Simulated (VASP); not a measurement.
# TiN (rocksalt type) (Fm-3m) in VASP: a series of runs, part 2 of 2

VASP 6.6.1. Earlier steps stand in the parts before.

## Step 3: Electric field gradients, PBE (volume scaled by 1.06)

The input, INCAR:

```
PREC = Accurate
ENCUT = 520
EDIFF = 1E-8
ISMEAR = -1
SIGMA = 0.03
LREAL = F
LASPH = T
NELM = 60
ALGO = Normal
ISIF = 2
LWAVE = F
LCHARG = F
GGA = PE
LEFG = T
NBANDS = 16
```

The input, KPOINTS:

```
Automatic mesh
0
Gamma
  16 16 16
```

The input, POSCAR:

```
TiN
1.0
    0.0000000000      2.1650869279      2.1650869279
    2.1650869279      0.0000000000      2.1650869279
    2.1650869279      2.1650869279      0.0000000000
Ti N
1 1
Direct
    0.0000000000      0.0000000000      0.0000000000
    0.5000000000      0.5000000000      0.5000000000
```

Potentials or basis: VASP PAW PBE potentials, release 64 (Ti_sv, N).

Started as:

```sh
> cat potpaw_PBE.64/Ti_sv/POTCAR potpaw_PBE.64/N/POTCAR > POTCAR
> mpirun -np 1 vasp_std > vasp.out
```

OUTCAR:

```text
PREC = Accurate
   ENCUT = 520
   EDIFF = 1E-8
   ISMEAR = -1
   LREAL = F
   LASPH = T
   NELM = 60
   ISIF = 2
   GGA = PE

 ion  position               nearest neighbor table
   1  0.000  0.000  0.000-   2 2.17   2 2.17   2 2.17   2 2.17   2 2.17   2 2.17
   2  0.500  0.500  0.500-   1 2.17   1 2.17   1 2.17   1 2.17   1 2.17   1 2.17

  LATTYP: Found a face centered cubic cell.
 ALAT       =     4.3301738558

  Lattice vectors:

 A1 = (   0.0000000000,   2.1650869279,   2.1650869279)
 A2 = (   2.1650869279,   0.0000000000,   2.1650869279)
 A3 = (   2.1650869279,   2.1650869279,   0.0000000000)

Analysis of symmetry for initial positions (statically):
=====================================================================
 Subroutine PRICEL returns:
 Original cell was already a primitive cell.

 Routine SETGRP: Setting up the symmetry group for a
 face centered cubic supercell.

 Subroutine GETGRP returns: Found 48 space group operations
 (whereof 48 operations were pure point group operations)
 out of a pool of 48 trial point group operations.

The static configuration has the point symmetry O_h .

Analysis of symmetry for dynamics (positions and initial velocities):
=====================================================================
 Subroutine PRICEL returns:
 Original cell was already a primitive cell.

 Routine SETGRP: Setting up the symmetry group for a
 face centered cubic supercell.

 Subroutine GETGRP returns: Found 48 space group operations
 (whereof 48 operations were pure point group operations)
 out of a pool of 48 trial point group operations.

The dynamic configuration has the point symmetry O_h .

[... 156 lines left out ...]
      3     -23.3596      2.00000
      4     -23.3596      2.00000
      5      -6.0922      2.00000
      6       8.6665      2.00000
[... 433 lines left out ...]
      3     -23.3723      2.00000
      4     -23.3607      2.00000
      5      -5.9129      2.00000
      6       7.6500      2.00000
[... 8 lines left out ...]
     15      23.6600      0.00000
     16      28.8573      0.00000

 [... further k-points ...]

------------------------ aborting loop because EDIFF is reached ----------------------------------------

  FORCE on cell =-STRESS in cart. coord.  units (eV):
  Direction    XX          YY          ZZ          XY          YZ          ZX
  --------------------------------------------------------------------------------------
  -------------------------------------------------------------------------------------
  Total       -1.7541526     -1.7541526     -1.7541526      0.0000000      0.0000000      0.0000000
  in kB     -138.4592442   -138.4592442   -138.4592442      0.0000000      0.0000000      0.0000000
  external PRESSURE =    -138.4592442 kB  Pullay stress =       0.0000000 kB

 VOLUME and BASIS-vectors are now :
 -----------------------------------------------------------------------------
  energy-cutoff  :      520.00
  volume of cell :       20.30
      direct lattice vectors                 reciprocal lattice vectors
     0.000000000  2.165086928  2.165086928    -0.230937610  0.230937610  0.230937610
     2.165086928  0.000000000  2.165086928     0.230937610 -0.230937610  0.230937610
     2.165086928  2.165086928  0.000000000     0.230937610  0.230937610 -0.230937610

 POSITION                                       TOTAL-FORCE (eV/Angst)
 -----------------------------------------------------------------------------------
      0.00000      0.00000      0.00000         0.000000      0.000000     -0.000000
      2.16509      2.16509      2.16509         0.000000     -0.000000      0.000000
 -----------------------------------------------------------------------------------
    total drift:                                0.000000     -0.000000     -0.000000

  FREE ENERGIE OF THE ION-ELECTRON SYSTEM (eV)
  ---------------------------------------------------
  free  energy   TOTEN  =       -19.5883142811 eV

  energy  without entropy=      -19.5847261583  energy(sigma->0) =      -19.58652022

 Electric field gradients (V/A^2)
---------------------------------------------------------------------
 ion       V_xx      V_yy      V_zz      V_xy      V_xz      V_yz
---------------------------------------------------------------------
   1      -0.000     0.000     0.000     0.000     0.000     0.000
   2      -0.000    -0.000     0.000    -0.000    -0.000    -0.000
---------------------------------------------------------------------

 Electric field gradients after diagonalization (V/A^2)
 (convention: |V_zz| > |V_xx| > |V_yy|)
----------------------------------------------------------------------
 ion       V_xx      V_yy      V_zz     asymmetry (V_yy - V_xx)/ V_zz
----------------------------------------------------------------------
   1      -0.000    -0.000     0.001       0.000
   2       0.000     0.000    -0.000       0.000
----------------------------------------------------------------------

           NMR quadrupolar parameters

 Cq : quadrupolar parameter    Cq=e*Q*V_zz/h
 eta: asymmetry parameters     (V_yy - V_xx)/ V_zz
 Q  : nuclear electric quadrupole moment in mb (millibarn)
----------------------------------------------------------------------
 ion       Cq(MHz)       eta       Q (mb)
----------------------------------------------------------------------
   1       0.000       0.000       1.000
   2      -0.000       0.000       1.000
----------------------------------------------------------------------
```

It took 19 s on 1 thread of Intel Xeon 6975P-C (Granite Rapids), shared host; peak memory 0.17 GiB.

Results:

```yaml
Free_energy: -19.5883 eV
Pressure: -13.8 GPa
```

Caveat: the cell differs from its parent crystal (volume scaled by 1.06); without QUAD_EFG the Cq values of the log hold for a quadrupole moment of 1 mb, not for the nuclei.

## Step 4: Density of states, PBE

This run uses another cell than the first one, of 9.57 Å³/atom, 0.943 times its volume.

The input, POSCAR:

```
TiN
1.0
    0.0000000000      2.1234402709      2.1234402709
    2.1234402709      0.0000000000      2.1234402709
    2.1234402709      2.1234402709      0.0000000000
Ti N
1 1
Direct
    0.0000000000      0.0000000000      0.0000000000
    0.5000000000      0.5000000000      0.5000000000
```

The input, INCAR.step1:

```
SYSTEM = TiN
PREC     = Accurate       ! precision mode
ENCUT    = 520            ! plane-wave cutoff, eV
EDIFF    = 1E-6           ! SCF threshold, eV
ISMEAR   = -1             ! smearing method
SIGMA    = 0.03           ! smearing width, eV
LREAL    = .FALSE.        ! projectors in reciprocal space
LASPH    = .TRUE.         ! aspherical terms in the spheres
NELM     = 80             ! most SCF steps
ALGO     = Normal         ! electronic algorithm
ISIF     = 2              ! what is computed and relaxed
LWAVE    = .FALSE.        ! write WAVECAR
LCHARG   = .TRUE.         ! write CHGCAR
LMAXMIX  = 4              ! l up to which the mixer works
GGA      = PE             ! functional
NBANDS   = 16             ! bands
```

The input, KPOINTS.step1:

```
regular mesh
0
G
  16 16 16
  0 0 0
```

The input, INCAR.step2:

```
SYSTEM = TiN
PREC     = Accurate       ! precision mode
ENCUT    = 520            ! plane-wave cutoff, eV
EDIFF    = 1E-6           ! SCF threshold, eV
ISMEAR   = -5             ! smearing method
SIGMA    = 0.03           ! smearing width, eV
LREAL    = .FALSE.        ! projectors in reciprocal space
LASPH    = .TRUE.         ! aspherical terms in the spheres
NELM     = 80             ! most SCF steps
ALGO     = Normal         ! electronic algorithm
ISIF     = 2              ! what is computed and relaxed
LWAVE    = .FALSE.        ! write WAVECAR
LCHARG   = .FALSE.        ! write CHGCAR
LMAXMIX  = 4              ! l up to which the mixer works
GGA      = PE             ! functional
LORBIT   = 10             ! projections on sites
NBANDS   = 16             ! bands
NEDOS    = 1001           ! points of the DOS
ICHARG   = 11             ! starting density
```

The input, KPOINTS.step2:

```
regular mesh
0
G
  24 24 24
  0 0 0
```

Potentials or basis: VASP PAW PBE potentials, release 64 (Ti_sv, N).

Started as:

```sh
> cat potpaw_PBE.64/Ti_sv/POTCAR potpaw_PBE.64/N/POTCAR > POTCAR
> cp INCAR.step1 INCAR
> cp KPOINTS.step1 KPOINTS
> mpirun -np 1 vasp_std > vasp.out
> cp INCAR.step2 INCAR
> cp KPOINTS.step2 KPOINTS
> mpirun -np 1 vasp_std > vasp.out
```

OUTCAR:

```text
SYSTEM = TiN
   PREC = Accurate
   ENCUT = 520
   EDIFF = 1E-6
   ISMEAR = -5
   LREAL = .FALSE.
   LASPH = .TRUE.
   NELM = 80
   ISIF = 2
   GGA = PE
   LORBIT = 10
   ICHARG = 11

 ion  position               nearest neighbor table
   1  0.000  0.000  0.000-   2 2.12   2 2.12   2 2.12   2 2.12   2 2.12   2 2.12
   2  0.500  0.500  0.500-   1 2.12   1 2.12   1 2.12   1 2.12   1 2.12   1 2.12

  LATTYP: Found a face centered cubic cell.
 ALAT       =     4.2468805418

  Lattice vectors:

 A1 = (   0.0000000000,   2.1234402709,   2.1234402709)
 A2 = (   2.1234402709,   0.0000000000,   2.1234402709)
 A3 = (   2.1234402709,   2.1234402709,   0.0000000000)

Analysis of symmetry for initial positions (statically):
=====================================================================
 Subroutine PRICEL returns:
 Original cell was already a primitive cell.

 Routine SETGRP: Setting up the symmetry group for a
 face centered cubic supercell.

 Subroutine GETGRP returns: Found 48 space group operations
 (whereof 48 operations were pure point group operations)
 out of a pool of 48 trial point group operations.

[... 173 lines left out ...]
      2     -22.4604      2.00000
      3     -22.4604      2.00000
      4     -22.4604      2.00000
      5      -5.6803      2.00000
      6       9.3602      2.00000
[... 433 lines left out ...]
      3     -22.5186      2.00000
      4     -22.5182      2.00000
      5      -3.3508      2.00000
      6       3.5353      2.00000
[... 8 lines left out ...]
     15      24.9159      0.00000
     16      26.0824      0.00000

 [... further k-points ...]

------------------------ aborting loop because EDIFF is reached ----------------------------------------

  FORCE on cell =-STRESS in cart. coord.  units (eV):
  Direction    XX          YY          ZZ          XY          YZ          ZX
  --------------------------------------------------------------------------------------
  -------------------------------------------------------------------------------------
  Total        0.0490952      0.0490952      0.0490952     -0.0000000     -0.0000000      0.0000000
  in kB        4.1077093      4.1077093      4.1077093     -0.0000000     -0.0000000      0.0000000
  external PRESSURE =       4.1077093 kB  Pullay stress =       0.0000000 kB

 VOLUME and BASIS-vectors are now :
 -----------------------------------------------------------------------------
  energy-cutoff  :      520.00
  volume of cell :       19.15
      direct lattice vectors                 reciprocal lattice vectors
     0.000000000  2.123440271  2.123440271    -0.235466948  0.235466948  0.235466948
     2.123440271  0.000000000  2.123440271     0.235466948 -0.235466948  0.235466948
     2.123440271  2.123440271  0.000000000     0.235466948  0.235466948 -0.235466948

 POSITION                                       TOTAL-FORCE (eV/Angst)
 -----------------------------------------------------------------------------------
      0.00000      0.00000      0.00000         0.000000     -0.000000      0.000000
      2.12344      2.12344      2.12344        -0.000000      0.000000     -0.000000
 -----------------------------------------------------------------------------------
    total drift:                                0.000000     -0.000000     -0.000000

  FREE ENERGIE OF THE ION-ELECTRON SYSTEM (eV)
  ---------------------------------------------------
  free  energy   TOTEN  =       -19.6370252549 eV

  energy  without entropy=      -19.6370252549  energy(sigma->0) =      -19.63702525

 total charge

# of ion       s       p       d       tot
------------------------------------------
    1        2.182   6.226   1.966  10.375
    2        1.246   2.505   0.000   3.752
--------------------------------------------------
tot          3.428   8.731   1.966  14.126
```

OSZICAR.step1:

```text
N       E                     dE             d eps       ncg     rms          rms(c)
DAV:   1     0.134643512023E+03    0.13464E+03   -0.82221E+03  4656   0.126E+03
DAV:   2    -0.169213100178E+02   -0.15156E+03   -0.14205E+03  5160   0.347E+02
DAV:   3    -0.246359649843E+02   -0.77147E+01   -0.76299E+01  5992   0.817E+01
DAV:   4    -0.248106380588E+02   -0.17467E+00   -0.17456E+00  5568   0.117E+01
DAV:   5    -0.248144642178E+02   -0.38262E-02   -0.38261E-02  5528   0.156E+00    0.183E+01
DAV:   6    -0.200305064924E+02    0.47840E+01   -0.13024E+01  6096   0.533E+01    0.689E+00
DAV:   7    -0.196803856282E+02    0.35012E+00   -0.16864E+00  5528   0.162E+01    0.505E+00
DAV:   8    -0.199206046602E+02   -0.24022E+00   -0.11105E+00  6160   0.156E+01    0.620E+00
DAV:   9    -0.196471928680E+02    0.27341E+00   -0.38079E-01  5248   0.950E+00    0.152E+00
DAV:  10    -0.196409916905E+02    0.62012E-02   -0.31638E-02  5656   0.196E+00    0.434E-01
DAV:  11    -0.196379303203E+02    0.30614E-02   -0.45599E-03  6896   0.881E-01    0.122E-01
DAV:  12    -0.196379340687E+02   -0.37484E-05   -0.35922E-04  5064   0.172E-01    0.327E-02
DAV:  13    -0.196379382437E+02   -0.41750E-05   -0.28067E-05  5744   0.658E-02    0.141E-02
DAV:  14    -0.196379379315E+02    0.31218E-06   -0.28555E-06  5072   0.206E-02
   1 F= -.19637938E+02 E0= -.19636202E+02  d E =-.347248E-02
```

Wall time 87 s (1 thread of AMD EPYC 9R14 (Zen 4), shared host); peak memory 0.2 GiB.

Results:

```
Valence electrons inside the program's atomic spheres : Ti 10.38; N 3.75
```

Caveat: tetrahedron occupations give inexact forces and stress in metals.
